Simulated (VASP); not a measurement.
# Mg5CdSe6 (P-3m1) in VASP: a series of runs

Runs on Mg5CdSe6. Level: PBE. Tasks: relaxation of cell and atoms, single point.

Everything below comes from runs of VASP 6.6.1. Logs are shortened: lines on timing, memory, paths and dates and some standing lists are left out, and cuts for length are marked.

## (1) The cell of the first run

It takes space group P-3m1 (No. 164, trigonal). Conventional cell: a = 3.924 Å, b = 3.924 Å, c = 19.238 Å, α = 90.00°, β = 90.00°, γ = 120.00°. Within 3.6 Å of Mg (site symmetry 3m) lie 6 Se at 2.76 to 2.77 Å. Mg (site symmetry 3m) has 6 Se at 2.76 Å within 3.6 Å. Within 3.6 Å of Mg (site symmetry -3m) lie 6 Se at 2.76 Å. Cd (site symmetry -3m) has 6 Se at 2.84 Å within 3.7 Å. Se (site symmetry 3m) has 6 Mg at 2.76 to 2.77 Å within 3.6 Å. Within 3.6 Å of Se (site symmetry 3m) lie 6 Mg at 2.76 Å. Se (site symmetry 3m) has 3 Mg at 2.76 Å and 3 Cd at 2.84 Å within 3.6 Å.

## (2) Relaxation of cell and atoms, PBE

Input file INCAR:

```
SYSTEM = Mg5CdSe6
ALGO = Normal
EDIFF = 1E-7
EDIFFG = -0.01
ENCUT = 600
GGA = PE
IBRION = 2
ISIF = 3
ISMEAR = 0
LASPH = .True.
LCHARG = .False.
LREAL = .False.
LWAVE = .False.
NELM = 100
NSW = 100
PREC = Accurate
SIGMA = 0.02
```

Input file KPOINTS:

```
k-points
0
Gamma
  12 12 2
  0 0 0
```

Input file POSCAR:

```
Mg5CdSe6
1.0
    3.9236654000      0.0000000000      0.0000000000
   -1.9618327000      3.3979939000      0.0000000000
    0.0000000000      0.0000000000     19.2384152000
Mg Cd Se
5 1 6
Direct
    0.3333333000      0.6666667000      0.8293230000
    0.6666667000      0.3333333000      0.6646540000
    0.0000000000      0.0000000000      0.5000000000
    0.3333333000      0.6666667000      0.3353460000
    0.6666667000      0.3333333000      0.1706770000
    0.0000000000      0.0000000000      0.0000000000
    0.0000000000      0.0000000000      0.7469140000
    0.3333333000      0.6666667000      0.5823130000
    0.6666667000      0.3333333000      0.4176870000
    0.0000000000      0.0000000000      0.2530860000
    0.3333333000      0.6666667000      0.0890590000
    0.6666667000      0.3333333000      0.9109410000
```

Potentials or basis: VASP PAW PBE potentials, release 64 (Mg, Cd, Se).

Started as:

```
$ cat potpaw_PBE.64/Mg/POTCAR potpaw_PBE.64/Cd/POTCAR potpaw_PBE.64/Se/POTCAR > POTCAR
$ mpirun -np 1 vasp_std > vasp.out
```

OUTCAR:

```text
SYSTEM = Mg5CdSe6
   EDIFF = 1E-7
   EDIFFG = -0.01
   ENCUT = 600
   GGA = PE
   IBRION = 2
   ISIF = 3
   ISMEAR = 0
   LASPH = .True.
   LREAL = .False.
   NELM = 100
   NSW = 100
   PREC = Accurate

 ion  position               nearest neighbor table
   1  0.333  0.667  0.829-  12 2.76  12 2.76  12 2.76   7 2.77   7 2.77   7 2.77
   2  0.667  0.333  0.665-   7 2.76   7 2.76   7 2.76   8 2.76   8 2.76   8 2.76
   3  0.000  0.000  0.500-   8 2.76   9 2.76   8 2.76   9 2.76   9 2.76   8 2.76
   4  0.333  0.667  0.335-  10 2.76  10 2.76  10 2.76   9 2.76   9 2.76   9 2.76
   5  0.667  0.333  0.171-  11 2.76  11 2.76  11 2.76  10 2.77  10 2.77  10 2.77
   6  0.000  0.000  0.000-  11 2.84  12 2.84  11 2.84  12 2.84  12 2.84  11 2.84
   7  0.000  0.000  0.747-   2 2.76   2 2.76   2 2.76   1 2.77   1 2.77   1 2.77
   8  0.333  0.667  0.582-   3 2.76   3 2.76   3 2.76   2 2.76   2 2.76   2 2.76
   9  0.667  0.333  0.418-   3 2.76   3 2.76   3 2.76   4 2.76   4 2.76   4 2.76
  10  0.000  0.000  0.253-   4 2.76   4 2.76   4 2.76   5 2.77   5 2.77   5 2.77
  11  0.333  0.667  0.089-   5 2.76   5 2.76   5 2.76   6 2.84   6 2.84   6 2.84
  12  0.667  0.333  0.911-   1 2.76   1 2.76   1 2.76   6 2.84   6 2.84   6 2.84

  LATTYP: Found a hexagonal cell.
 ALAT       =     3.9236654000
 C/A-ratio  =     4.9031742615

  Lattice vectors:

 A1 = (   3.9236654000,   0.0000000000,   0.0000000000)
 A2 = (  -1.9618327000,   3.3979939000,   0.0000000000)
 A3 = (   0.0000000000,   0.0000000000,  19.2384152000)

Analysis of symmetry for initial positions (statically):
=====================================================================
 Subroutine PRICEL returns:
 Original cell was already a primitive cell.

 Routine SETGRP: Setting up the symmetry group for a
 hexagonal supercell.

 Subroutine GETGRP returns: Found 12 space group operations
 (whereof 12 operations were pure point group operations)
 out of a pool of 24 trial point group operations.

The static configuration has the point symmetry D_3d.

Analysis of symmetry for dynamics (positions and initial velocities):
=====================================================================
 Subroutine PRICEL returns:
 Original cell was already a primitive cell.

 Routine SETGRP: Setting up the symmetry group for a
 hexagonal supercell.

 Subroutine GETGRP returns: Found 12 space group operations
 (whereof 12 operations were pure point group operations)
 out of a pool of 24 trial point group operations.

The dynamic configuration has the point symmetry D_3d.

 Subroutine INISYM returns: Found 12 space group operations
 (whereof 12 operations are pure point group operations),
 and found     1 'primitive' translations

[... 120 lines left out ...]
   ISIF   =      3    stress and relaxation
   ISYM   =      2    0-nonsym 1-usesym 2-fastsym
   POTIM  = 0.5000    time-step for ionic-motion
   TEBEG  =    0.0;   TEEND  =   0.0 temperature during run
   PSTRESS=    0.0 pullay stress
   NELECT =      58.0000    total number of electrons
   NUPDOWN=      -1.0000    fix difference up-down
   EMIN   =  10.00;   EMAX   =-10.00  energy-range for DOS
   EFERMI =   0.00;   METHOD = LEGACY
   ISMEAR =     0;   SIGMA  =   0.02  broadening in eV -4-tet -1-fermi 0-gaus
   EFERMI_NEDOS =   21; number of points for ismear=-14 and -15
   IALGO  =     38    algorithm
   IMIX   =      4    mixing-type and parameters
     AMIX     =   0.40;   BMIX     =  1.00
     AMIX_MAG =   1.60;   BMIX_MAG =  1.00
  volume/ion in A,a.u.               =      21.37       144.24
  Fermi-wavevector in a.u.,A,eV,Ry     =   0.997370  1.884756 13.534348  0.994747
  Thomas-Fermi vector in A             =   2.129521
   LORBIT       =      0    0 simple, 1 ext, 2 COOP (PROOUT), +10 PAW based schemes
   GGA     = PE    functional components
   LHFCALC =     F    Hartree Fock is set to
   AEXX    =    0.0000 exact exchange contribution
   IVDW    =     0    specifies the selected vdW correction
   LEPSILON=     F    determine dielectric tensor
   LRPA    =     F    only Hartree local field effects (RPA)
 conjugate gradient relaxation of ions
 non-spin polarized calculation
 Gauss-broadening in eV      SIGMA  =   0.02
  energy-cutoff  :      600.00
  volume of cell :      256.50
 maximum number of plane-waves:      8626
 NGX is ok and might be reduce to    32
   NGX = 15   NGY = 15   NGZ = 77

--------------------------------------- Ionic step        1  -------------------------------------------

 number of electron      57.9999998 magnetization

 Free energy of the ion-electron system (eV)
  ---------------------------------------------------
  ext. energy  EPLUGINS =         0.00000000
  ---------------------------------------------------
  free energy    TOTEN  =       -42.56251459 eV

  energy without entropy =      -42.56251459  energy(sigma->0) =      -42.56251459

------------------------ aborting loop because EDIFF is reached ----------------------------------------

  FORCE on cell =-STRESS in cart. coord.  units (eV):
  Direction    XX          YY          ZZ          XY          YZ          ZX
  --------------------------------------------------------------------------------------
  -------------------------------------------------------------------------------------
  Total       -0.0887122     -0.0887122     -0.0792464     -0.0000000      0.0000000      0.0000000
  in kB       -0.5541277     -0.5541277     -0.4950010     -0.0000000      0.0000000      0.0000000
  external PRESSURE =      -0.5344188 kB  Pullay stress =       0.0000000 kB
[... 263 lines left out ...]
--------------------------------------- Ionic step        7  -------------------------------------------

 number of electron      57.9999998 magnetization

 Free energy of the ion-electron system (eV)
  ---------------------------------------------------
  ext. energy  EPLUGINS =         0.00000000
  ---------------------------------------------------
  free energy    TOTEN  =       -42.56284161 eV

  energy without entropy =      -42.56284161  energy(sigma->0) =      -42.56284161

 E-fermi :   3.0303     XC(G=0):  -9.4846

 val. band max:        2.9072516334   @ k =   0.0000   0.0000   0.5000
 cond. band min:       3.9941644352   @ k =   0.5000   0.0000   0.0000
 fundamental gap:      1.0869128019
 Fermi energy:         3.0302694063

 k-point     1 :       0.0000    0.0000    0.0000
  band No.  band energies     occupation
      1      -9.9474      2.00000
      2      -9.7399      2.00000
      3      -9.7260      2.00000
      4      -9.2507      2.00000
      5      -9.2045      2.00000
      6      -8.9140      2.00000
[... 925 lines left out ...]
     35       7.4575      0.00000
     36       7.5220      0.00000

 [... further k-points ...]
[... 5 lines left out ...]
  --------------------------------------------------------------------------------------
  -------------------------------------------------------------------------------------
  Total       -0.0054938     -0.0054938     -0.0062361      0.0000000      0.0000000      0.0000000
  in kB       -0.0343482     -0.0343482     -0.0389890      0.0000000      0.0000000      0.0000000
  external PRESSURE =      -0.0358952 kB  Pullay stress =       0.0000000 kB
[... 27 lines left out ...]
  FREE ENERGIE OF THE ION-ELECTRON SYSTEM (eV)
  ---------------------------------------------------
  free  energy   TOTEN  =       -42.5628416134 eV

  energy  without entropy=      -42.5628416134  energy(sigma->0) =      -42.56284161

 reached required accuracy - stopping structural energy minimisation
```

OSZICAR:

```text
N       E                     dE             d eps       ncg     rms          rms(c)
DAV:   1     0.334600094602E+03    0.33460E+03   -0.26079E+04  2736   0.153E+03
DAV:   2    -0.136421507274E+02   -0.34824E+03   -0.33913E+03  3440   0.258E+02
DAV:   3    -0.441988539610E+02   -0.30557E+02   -0.30345E+02  3192   0.761E+01
[... 59 lines left out ...]
DAV:   3    -0.425628411301E+02    0.87296E-06   -0.47715E-06  3244   0.104E-02    0.554E-03
DAV:   4    -0.425628412439E+02   -0.11376E-06   -0.65750E-07  3180   0.315E-03    0.231E-03
DAV:   5    -0.425628414481E+02   -0.20421E-06   -0.11225E-07  1860   0.203E-03    0.120E-03
DAV:   6    -0.425628415795E+02   -0.13140E-06   -0.42585E-08  1788   0.127E-03    0.437E-04
DAV:   7    -0.425628416134E+02   -0.33910E-07   -0.25870E-08  1596   0.705E-04
   7 F= -.42562842E+02 E0= -.42562842E+02  d E =-.227740E-04
```

CONTCAR:

```text
Mg5CdSe6
   1.00000000000000
     3.9223046683625826    0.0000000000000000   -0.0000000000000000
    -1.9611523341812913    3.3968154718471286    0.0000000000000000
    -0.0000000000000000    0.0000000000000000   19.2338460360150023
  Mg              Cd              Se
     5     1     6
Direct
     0.3333332999999996    0.6666667000000004    0.8292329074056675
     0.6666667000000004    0.3333332999999996    0.6646493658800192
     0.0000000000000000    0.0000000000000000    0.5000000000000000
     0.3333332999999996    0.6666667000000004    0.3353506341199808
     0.6666667000000004    0.3333332999999996    0.1707670925943325
     0.0000000000000000    0.0000000000000000    0.0000000000000000
     1.0000000000000000    0.0000000000000000    0.7468865357730858
     0.3333332999999996    0.6666667000000004    0.5823118125013077
     0.6666667000000004    0.3333332999999996    0.4176881874986923
     0.0000000000000000    0.0000000000000000    0.2531134642269141
     0.3333332999999996    0.6666667000000004    0.0894054881104204
     0.6666667000000004    0.3333332999999996    0.9105945118895795

  0.00000000E+00  0.00000000E+00  0.00000000E+00
  0.00000000E+00  0.00000000E+00  0.00000000E+00
  0.00000000E+00  0.00000000E+00  0.00000000E+00
  0.00000000E+00  0.00000000E+00  0.00000000E+00
  0.00000000E+00  0.00000000E+00  0.00000000E+00
  0.00000000E+00  0.00000000E+00  0.00000000E+00
  0.00000000E+00  0.00000000E+00  0.00000000E+00
  0.00000000E+00  0.00000000E+00  0.00000000E+00
  0.00000000E+00  0.00000000E+00  0.00000000E+00
  0.00000000E+00  0.00000000E+00  0.00000000E+00
  0.00000000E+00  0.00000000E+00  0.00000000E+00
  0.00000000E+00  0.00000000E+00  0.00000000E+00
```

Wall time 37 min (1 thread of Oxide Virtual Turin-like, shared host); peak memory 0.68 GiB.

Results:

* Free energy: -42.5628 eV
* Relaxed volume: 21.35 Å³/atom
* Relaxed cell: a = 3.922 Å, b = 3.922 Å, c = 19.234 Å, α = 90.00°, β = 90.00°, γ = 120.00°
* Space group after relaxing (to 0.1 Å): P-3m1 (No. 164)
* Energy gained by relaxing: 0.0 meV/atom
* Ionic steps: 7
* Pressure after relaxing: 0.0 GPa
* Largest force after relaxing: 0.008 eV/Å
* Band gap on the k mesh: 1.09 eV (least direct gap 1.52 eV)

Forces on the atoms (eV/Å):
```
Mg   0.000  0.000 -0.008
Mg   0.000  0.000 -0.002
Mg   0.000  0.000  0.000
Mg   0.000  0.000  0.002
Mg   0.000  0.000  0.008
Cd   0.000  0.000  0.000
Se   0.000  0.000 -0.006
Se   0.000  0.000 -0.001
Se   0.000  0.000  0.001
Se   0.000  0.000  0.006
Se   0.000  0.000 -0.002
Se   0.000  0.000  0.002
```

Step by step:
| step | energy change (eV) | largest force (eV/Å) | pressure (GPa) | volume (Å³) |
| --- | --- | --- | --- | --- |
| 1 | 0.0000 | 0.0412 | -0.05 | 256.50 |
| 2 | -0.0002 | 0.0276 | 0.01 | 256.23 |
| 3 | -0.0002 | 0.0207 | 0.04 | 256.10 |
| 4 | -0.0003 | 0.0102 | 0.01 | 256.22 |
| 5 | -0.0003 | 0.0120 | -0.03 | 256.37 |
| 6 | -0.0003 | 0.0112 | -0.01 | 256.31 |
| 7 | -0.0003 | 0.0078 | 0.00 | 256.26 |

Final structure:
```xyz
12
Lattice="3.9223 0.0000 0.0000 -1.9612 3.3968 0.0000 0.0000 0.0000 19.2338" Properties=species:S:1:pos:R:3 pbc="T T T"
Mg    0.0000    2.2645   15.9493
Mg    1.9612    1.1323   12.7838
Mg    0.0000    0.0000    9.6169
Mg    0.0000    2.2645    6.4501
Mg    1.9612    1.1323    3.2845
Cd    0.0000    0.0000    0.0000
Se    3.9223    0.0000   14.3655
Se    0.0000    2.2645   11.2001
Se    1.9612    1.1323    8.0338
Se    0.0000    0.0000    4.8683
Se    0.0000    2.2645    1.7196
Se    1.9612    1.1323   17.5142
```

## (3) Single point, PBE

Input file INCAR:

```
SYSTEM = Mg5CdSe6
PREC = Accurate
ENCUT = 520
EDIFF = 1E-6
ISMEAR = 0
SIGMA = 0.1
LREAL = .False.
LASPH = .True.
NELM = 100
ALGO = Normal
ISIF = 2
LWAVE = .False.
LCHARG = .False.
GGA = PE
NBANDS = 41
```

Input file KPOINTS:

```
regular mesh
0
Gamma
  6 6 1
  0 0 0
```

POSCAR is that of step 2.

Potentials or basis: VASP PAW PBE potentials, release 64 (Mg, Cd, Se).

Started as:

```
$ cat potpaw_PBE.64/Mg/POTCAR potpaw_PBE.64/Cd/POTCAR potpaw_PBE.64/Se/POTCAR > POTCAR
$ mpirun -np 1 vasp_std > vasp.out
```

It took 2.2 min on 1 thread of Oxide Virtual Turin-like, shared host; peak memory 0.35 GiB.

The run converged. Its results:

```
Free energy            : -42.5412 eV
Pressure               : 0.0 GPa
Largest force          : 0.044 eV/Å
Band gap on the k mesh : 1.09 eV (least direct gap 1.52 eV)
```

Forces in eV/Å, atoms in the order of the input:
```
Mg   0.000  0.000  0.000
Mg   0.000  0.000  0.000
Mg   0.000  0.000  0.000
Mg   0.000  0.000  0.000
Mg   0.000  0.000  0.000
Cd   0.000  0.000  0.000
Se   0.000  0.000  0.001
Se   0.000  0.000  0.000
Se   0.000  0.000  0.000
Se   0.000  0.000 -0.001
Se   0.000  0.000  0.044
Se   0.000  0.000 -0.044
```

Levels at points of the mesh, in eV from the valence-band top:
```
           k point  band 26  band 27  band 28  band 29  band 30  band 31  band 32  band 33
(0.00, 0.00, 0.00)    -0.17    -0.17     0.00     0.00     1.82     3.28     3.42     3.60
(0.50, 0.00, 0.00)    -1.02    -0.91    -0.47    -0.43     1.09     2.26     2.54     3.56
```

A k mesh can miss the band edges.

(Continued in part 2 of 2.)
